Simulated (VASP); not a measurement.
# Si16O31 (a cell with a defect) in VASP: a series of runs

Runs on Si16O31 (a cell with a defect). Level: LDA. Tasks: single point.

Everything below comes from runs of VASP 6.6.1. Logs are shortened: lines on timing, memory, paths and dates and some standing lists are left out, and cuts for length are marked.

**1. The cell of the first run**

The cell holds a defect, 47 atoms: a = 8.616 Å, b = 8.616 Å, c = 6.945 Å, α = 88.91°, β = 88.91°, γ = 90.05°.

**2. Single point, LDA, collinear spin**

Contents of INCAR:

```
SYSTEM = Si16O31
ALGO     = Normal         ! electronic algorithm
EDIFF    = 1E-6           ! SCF threshold, eV
ENCUT    = 520            ! plane-wave cutoff, eV
GGA      = CA             ! functional
GGA_COMPAT= .FALSE.      
ISIF     = 2              ! what is computed and relaxed
ISMEAR   = 0              ! smearing method
ISPIN    = 2              ! spin polarisation
LASPH    = .TRUE.         ! aspherical terms in the spheres
LCHARG   = .FALSE.        ! write CHGCAR
LORBIT   = 11             ! projections on sites
LREAL    = Auto         
LWAVE    = .FALSE.        ! write WAVECAR
MAGMOM   = 0 0 0 0 0 0 0 0 0 0 0 0 0 0 0 0 0 0 0 0 0 0 0 0 0 0 0 0 0 0 0 0 0 0 0 0 0 0 0 1 0 0 0 0 0 0 0 ! initial moments
NBANDS   = 158            ! bands
NELECT   = 251.0        
NELM     = 200            ! most SCF steps
PREC     = Accurate       ! precision mode
SIGMA    = 0.02           ! smearing width, eV
```

Contents of KPOINTS:

```
k-points
0
G
  1 1 2
  0 0 0
```

Contents of POSCAR:

```
Si16O31
1.0
    0.1638120000      6.0954500000      6.0878850000
    0.1638120000     -6.0954500000      6.0878850000
    6.9450000000      0.0000000000      0.0000000000
Si O
16 31
Direct
    0.1731020670      0.8955128207      0.6415809354
    0.3561659424      0.0761515931      0.0995161601
    0.3250310020      0.6055603364      0.8491657959
    0.1470732922      0.4278463814      0.4009030153
    0.3643348629      0.1800447320      0.5101586044
    0.5708463076      0.3792674372      0.7406342873
    0.1346073366      0.3192509143      0.9858426186
    0.9279301159      0.1143647633      0.7651309782
    0.6881193556      0.4195863422      0.1155260079
    0.8526030873      0.5711539243      0.6124764012
    0.8233757752      0.1199943214      0.3437930303
    0.6488798980      0.9114407576      0.9107364901
    0.8542883368      0.6413733492      0.0491090594
    0.0645245217      0.8876721264      0.2297387931
    0.6379157313      0.8278554714      0.4878477027
    0.4346928570      0.6203171409      0.2605624246
    0.7647349811      0.2731606890      0.2377985722
    0.5025859139     -0.0057675776      0.0071090397
    0.0133062397      0.7397841780      0.1156426097
    0.4871034602      0.7711240411      0.3757536068
    0.5761725414      0.3218557780      0.9624574949
    0.4037991355      0.1744798277      0.2837028693
    0.9116941441      0.1600601761      0.5406087911
    0.0980292746      0.3337662923      0.2130050707
    0.3136852306      0.0105425284      0.5841970512
    0.2354885661      0.9414404147      0.1607549604
    0.1893768330      0.4848526189      0.9050433753
    0.2700025837      0.5622868294      0.3473164485
    0.2710130804      0.1937552456      0.9507959935
    0.0576911532      0.9809367503      0.7906332986
    0.2244420923      0.3018560360      0.5461481351
    0.4501078829      0.5218840507      0.7101297860
    0.2473694652      0.7460424011      0.7374386533
    0.0030566805      0.5046755308      0.5055344265
    0.5151849930      0.2315365160      0.6212322879
    0.9800033639      0.2672473081      0.8781104582
    0.0749332774      0.8484296427      0.4582116518
    0.4081733966      0.6669995016      0.0375693173
    0.5919128810      0.8359880495      0.7133803705
    0.8984398828      0.6416636034     -0.1859893998
    0.7342835938      0.4280913817      0.6436195660
    0.6872052684      0.9960303093      0.4013586719
    0.7679458148      0.0499161061      0.8529066736
    0.7780280400      0.7039084033      0.4726332041
    0.5621681735      0.4859949606      0.2785282527
    0.7201510418      0.7843559729      0.0560420083
    0.9462722753      0.0325617721      0.2036572097
```

Potentials or basis: VASP PAW LDA potentials, release 64 (Si, O).

The run is started by

```bash
$ cat potpaw_LDA.64/Si/POTCAR potpaw_LDA.64/O/POTCAR > POTCAR
$ mpirun -np 1 vasp_std > vasp.out
```

OUTCAR:

```text
SYSTEM = Si16O31
   EDIFF = 1E-6
   ENCUT = 520
   GGA = CA
   ISIF = 2
   ISMEAR = 0
   ISPIN = 2
   LASPH = .TRUE.
   LORBIT = 11
   LREAL = Auto
   NELECT = 251.0
   NELM = 200
   PREC = Accurate

 ion  position               nearest neighbor table
   1  0.173  0.896  0.642-  33 1.58  37 1.60  25 1.60  30 1.61   8 2.96  14 3.03   5 3.07
   2  0.356  0.076  0.100-  18 1.58  26 1.60  22 1.61  29 1.62   7 2.94   5 3.01  14 3.10
   3  0.325  0.606  0.849-  33 1.58  27 1.60  38 1.60  32 1.61   6 2.98  16 3.03   7 3.09
   4  0.147  0.428  0.401-  34 1.58  28 1.60  24 1.61  31 1.62   5 2.94   7 3.05  16 3.11
   5  0.364  0.180  0.510-  35 1.59  25 1.60  22 1.60  31 1.62   4 2.94   6 2.98   2 3.01   1 3.07

   6  0.571  0.379  0.741-  41 1.60  35 1.61  21 1.61  32 1.62   9 2.84   3 2.98   5 2.98  10 3.05

   7  0.135  0.319  0.986-  27 1.59  36 1.61  24 1.61  29 1.62   2 2.94   8 2.97   4 3.05   3 3.09

   8  0.928  0.114  0.765-  43 1.59  23 1.61  36 1.61  30 1.61   1 2.96   7 2.97  11 3.08  12 3.11

   9  0.688  0.420  0.116-  17 1.65  45 1.66  21 1.69  13 2.42   6 2.84  16 2.96
  10  0.853  0.571  0.612-  40 1.59  34 1.59  41 1.61  44 1.63  15 3.01   6 3.05  13 3.10
  11  0.823  0.120  0.344-  17 1.59  23 1.62  47 1.62  42 1.63  14 2.99   8 3.08  15 3.12
  12  0.649  0.911  0.911-  18 1.59  46 1.61  39 1.61  43 1.61  15 3.04  13 3.08   8 3.11
  13  0.854  0.641  0.049-  40 1.67  19 1.69  46 1.69   9 2.42  12 3.08  14 3.09  10 3.10
  14  0.065  0.888  0.230-  19 1.58  26 1.61  37 1.62  47 1.62  11 2.99   1 3.03  13 3.09   2 3.10
[... 34 lines left out ...]
  46  0.720  0.784  0.056-  12 1.61  13 1.69
  47  0.946  0.033  0.204-  11 1.62  14 1.62

  LATTYP: Found a base centered monoclinic cell.
 ALAT       =    12.1801770339
 B/A-ratio  =     1.0008803621
 C/A-ratio  =     0.5701887568
 COS(beta)  =    -0.0268981312

  Lattice vectors:

 A1 = (  -0.1638120000,  -6.0954500000,  -6.0878850000)
 A2 = (  -0.1638120000,   6.0954500000,  -6.0878850000)
 A3 = (   6.9450000000,   0.0000000000,   0.0000000000)

Analysis of symmetry for initial positions (statically):
=====================================================================
 Subroutine PRICEL returns:
 Original cell was already a primitive cell.

 Routine SETGRP: Setting up the symmetry group for a
 base centered monoclinic supercell.

 Subroutine GETGRP returns: Found  1 space group operations
 (whereof  1 operations were pure point group operations)
 out of a pool of  4 trial point group operations.

The static configuration has the point symmetry C_1 .

Analysis of symmetry for dynamics (positions and initial velocities):
=====================================================================
 Subroutine PRICEL returns:
 Original cell was already a primitive cell.

 Routine SETGRP: Setting up the symmetry group for a
 base centered monoclinic supercell.

 Subroutine GETGRP returns: Found  1 space group operations
 (whereof  1 operations were pure point group operations)
 out of a pool of  4 trial point group operations.

The dynamic configuration has the point symmetry C_1 .

Analysis of structural, dynamic, and magnetic symmetry:
=====================================================================
 Subroutine PRICEL returns:
 Original cell was already a primitive cell.

 Routine SETGRP: Setting up the symmetry group for a
 base centered monoclinic supercell.

 Subroutine GETGRP returns: Found  1 space group operations
 (whereof  1 operations were pure point group operations)
 out of a pool of  4 trial point group operations.

The overall configuration has the point symmetry C_1 .

 Subroutine INISYM returns: Found  1 space group operations
 (whereof  1 operations are pure point group operations),
 and found     1 'primitive' translations

----------------------------------------------------------------------------------------

                                     Primitive cell

  volume of cell :     515.4357
[... 146 lines left out ...]
 SYSTEM =  Si16O31
   PREC   = accura    normal or accurate (medium, high low for compatibility)
   ISTART =      0    job   : 0-new  1-cont  2-samecut
   ICHARG =      2    charge: 1-file 2-atom 10-const
   ISPIN  =      2    spin polarized calculation?
   LNONCOLLINEAR =      F non collinear calculations
   LSORBIT =      F    spin-orbit coupling
   LASPH  =      T    aspherical Exc in radial PAW
   ENCUT  =  520.0 eV  38.22 Ry    6.18 a.u.  16.02 16.02 12.91*2*pi/ulx,y,z
   NELM   =    200;   NELMIN=  2; NELMDL= -5     # of ELM steps
   EDIFF  = 0.1E-05   stopping-criterion for ELM
   LREAL  =      T    real-space projection
   EDIFFG = 0.1E-04   stopping-criterion for IOM
   NSW    =      0    number of steps for IOM
   IBRION =     -1    ionic relax: 0-MD 1-quasi-New 2-CG
   NFREE  =      0    steps in history (QN), initial steepest desc. (CG)
   ISIF   =      2    stress and relaxation
   ISYM   =      2    0-nonsym 1-usesym 2-fastsym
   POTIM  = 0.5000    time-step for ionic-motion
   TEBEG  =    0.0;   TEEND  =   0.0 temperature during run
   PSTRESS=    0.0 pullay stress
   NELECT =     251.0000    total number of electrons
   NUPDOWN=      -1.0000    fix difference up-down
   EMIN   =  10.00;   EMAX   =-10.00  energy-range for DOS
   EFERMI =   0.00;   METHOD = LEGACY
   ISMEAR =     0;   SIGMA  =   0.02  broadening in eV -4-tet -1-fermi 0-gaus
   EFERMI_NEDOS =   21; number of points for ismear=-14 and -15
   IALGO  =     38    algorithm
   IMIX   =      4    mixing-type and parameters
     AMIX     =   0.40;   BMIX     =  1.00
     AMIX_MAG =   1.60;   BMIX_MAG =  1.00
  volume/ion in A,a.u.               =      10.97        74.01
  Fermi-wavevector in a.u.,A,eV,Ry     =   1.287976  2.433923 22.570478  1.658883
  Thomas-Fermi vector in A             =   2.419958
   LORBIT       =     11    0 simple, 1 ext, 2 COOP (PROOUT), +10 PAW based schemes
   GGA     = CA    functional components
   LHFCALC =     F    Hartree Fock is set to
   AEXX    =    0.0000 exact exchange contribution
   IVDW    =     0    specifies the selected vdW correction
   LEPSILON=     F    determine dielectric tensor
   LRPA    =     F    only Hartree local field effects (RPA)
 spin polarized calculation
 Gauss-broadening in eV      SIGMA  =   0.02
  energy-cutoff  :      520.00
  volume of cell :      515.44
 maximum number of plane-waves:     13874
   NGX = 33   NGY = 33   NGZ = 25

 number of electron     251.0000027 magnetization       1.0001895

 Free energy of the ion-electron system (eV)
  ---------------------------------------------------
  ext. energy  EPLUGINS =         0.00000000
  ---------------------------------------------------
  free energy    TOTEN  =      -395.78640841 eV

  energy without entropy =     -395.78640841  energy(sigma->0) =     -395.78640841

 E-fermi :   7.7518     XC(G=0): -10.7021

 val. band max:        7.6060691900   @ k =   0.0000   0.0000   0.0000
 cond. band min:       8.2806706345   @ k =  -0.0000  -0.0000   0.5000
 fundamental gap:      0.6746014445
 Fermi energy:         7.7518301760

 spin component 1

 k-point     1 :       0.0000    0.0000    0.0000
  band No.  band energies     occupation
      1     -17.1934      1.00000
      2     -16.5636      1.00000
      3     -16.5107      1.00000
      4     -16.3531      1.00000
      5     -16.3228      1.00000
      6     -16.1948      1.00000
[... 269 lines left out ...]
    136      11.2243      0.00000
    137      11.3394      0.00000
 Fermi energy:         7.7518301760

 spin component 2

 k-point     1 :       0.0000    0.0000    0.0000
  band No.  band energies     occupation
      1     -17.1889      1.00000
      2     -16.5600      1.00000
      3     -16.5052      1.00000
      4     -16.3506      1.00000
      5     -16.3205      1.00000
      6     -16.1911      1.00000
[... 269 lines left out ...]
    136      11.2350      0.00000
    137      11.3682      0.00000
 [bands above 137 left out]

------------------------ aborting loop because EDIFF is reached ----------------------------------------

  FORCE on cell =-STRESS in cart. coord.  units (eV):
  Direction    XX          YY          ZZ          XY          YZ          ZX
  --------------------------------------------------------------------------------------
  -------------------------------------------------------------------------------------
  Total       20.3325677     19.1210262     21.6265952     -3.2385198      3.4702080      4.4901258
  in kB       63.2016405     59.4356914     67.2239882    -10.0665971     10.7867752     13.9570819
  external PRESSURE =      63.2871067 kB  Pullay stress =       0.0000000 kB

 VOLUME and BASIS-vectors are now :
 -----------------------------------------------------------------------------
  energy-cutoff  :      520.00
  volume of cell :      515.44
      direct lattice vectors                 reciprocal lattice vectors
     0.163812000  6.095450000  6.087885000     0.000000000  0.082028398  0.082130329
     0.163812000 -6.095450000  6.087885000     0.000000000 -0.082028398  0.082130329
     6.945000000  0.000000000  0.000000000     0.143988481  0.000000000 -0.003874423

 POSITION                                       TOTAL-FORCE (eV/Angst)
 -----------------------------------------------------------------------------------
      4.63083     -4.40342      6.50560         0.035736      0.074190     -0.027169
      0.76196      1.70681      2.63190        -0.035776      0.070433      0.033223
      6.04990     -1.70995      5.66533        -0.038771     -0.073054      0.022113
      2.87845     -1.71144      3.50004         0.035499     -0.066491     -0.016767
      3.63223      1.12333      3.31412         0.023237      0.055023      0.017613
      5.29935      1.16776      5.78418        -0.066379      0.034188     -0.018493
[... 39 lines left out ...]
      0.63567     -0.39136      9.15927         0.029957      0.032053     -0.011859
      1.57474      5.56948      5.95903        -0.027376      0.010888      0.006612
 -----------------------------------------------------------------------------------
    total drift:                                0.022221     -0.010502      0.016887

  FREE ENERGIE OF THE ION-ELECTRON SYSTEM (eV)
  ---------------------------------------------------
  free  energy   TOTEN  =      -395.7864084110 eV

  energy  without entropy=     -395.7864084110  energy(sigma->0) =     -395.78640841

 total charge

# of ion       s       p       d       tot
------------------------------------------
    1        0.661   1.057   0.000   1.719
    2        0.659   1.049   0.000   1.708
    3        0.659   1.053   0.000   1.713
    4        0.657   1.045   0.000   1.702
    5        0.667   1.058   0.000   1.725
    6        0.666   1.044   0.000   1.710
[... 39 lines left out ...]
   46        1.542   3.653   0.000   5.194
   47        1.544   3.681   0.000   5.225
--------------------------------------------------
tot         58.478 130.866   0.000 189.344

 magnetization (x)

# of ion       s       p       d       tot
------------------------------------------
    1       -0.000   0.000   0.000  -0.000
    2        0.000   0.001   0.000   0.001
    3       -0.000  -0.000   0.000  -0.000
    4       -0.000  -0.000   0.000  -0.000
    5        0.000   0.000   0.000   0.000
    6       -0.001  -0.001   0.000  -0.001
[... 39 lines left out ...]
   46       -0.000   0.007   0.000   0.007
   47        0.000   0.000   0.000   0.000
--------------------------------------------------
tot          0.127   0.282   0.000   0.409
```

Run time: 9.3 min. Hardware: 1 thread of Intel Xeon Platinum 8259CL at 2.50GHz (Skylake/Cascade Lake), shared host; peak memory 0.53 GiB.

Results:

```yaml
Free_energy: -395.7864 eV
Largest_force: 0.096 eV/Å
Net_moment: 1.00 μB per cell
Site_moments: Si -0.00, +0.00, +0.10, +0.13, +0.01 (each value once); O +0.00, +0.04, -0.00, +0.07, +0.01 (each value once) μB
Valence_electrons_inside_the_program's_atomic_spheres: Si 1.72, 1.71, 1.70, 1.73, 1.62, 1.68, 1.60, 1.69 (each value once); O 5.22, 5.27, 5.21, 5.24, 5.18, 5.23, 5.25, 5.26, 5.28, 5.19 (each value once)
```

Forces on the atoms (eV/Å):
```
Si   0.036  0.074 -0.027
Si  -0.036  0.070  0.033
Si  -0.039 -0.073  0.022
Si   0.035 -0.066 -0.017
Si   0.023  0.055  0.018
Si  -0.066  0.034 -0.018
Si  -0.026 -0.045 -0.015
Si   0.028 -0.047  0.006
Si   0.026  0.057  0.073
Si  -0.064  0.056  0.025
Si  -0.024 -0.061  0.015
Si   0.036 -0.070 -0.009
Si   0.053  0.045 -0.035
Si  -0.014  0.031  0.001
Si  -0.032 -0.054 -0.013
Si   0.026 -0.068  0.023
O   -0.020 -0.031  0.022
O   -0.003  0.010  0.005
O   -0.022  0.026 -0.042
O   -0.002 -0.012 -0.001
O    0.037  0.001 -0.060
O   -0.006 -0.016  0.014
O   -0.004  0.007  0.005
O    0.005  0.001 -0.008
O   -0.007  0.003 -0.003
O    0.010 -0.003 -0.006
O    0.006  0.004  0.011
O   -0.005  0.004  0.000
O   -0.029  0.008  0.007
O    0.026  0.004 -0.005
O    0.030 -0.003 -0.002
O   -0.022  0.007  0.005
O   -0.002 -0.001 -0.002
O    0.000 -0.009 -0.003
O    0.006  0.015  0.003
O    0.000 -0.030 -0.001
O   -0.007 -0.016 -0.019
O    0.002  0.008  0.013
O    0.010  0.002 -0.016
O    0.032 -0.013  0.008
O   -0.002  0.009  0.001
O    0.004 -0.001  0.002
O   -0.002  0.000 -0.005
O   -0.024  0.017  0.006
O    0.025  0.029 -0.006
O    0.030  0.032 -0.012
O   -0.027  0.011  0.007
```

Caveat: the k points lie up to 0.73 Å⁻¹ apart; the cell carries a net charge on a neutralising background, which shifts energy and pressure; the cell is charged against a uniform background, so pressure and absolute levels hang on convention.

(Continued in part 2 of 2.)
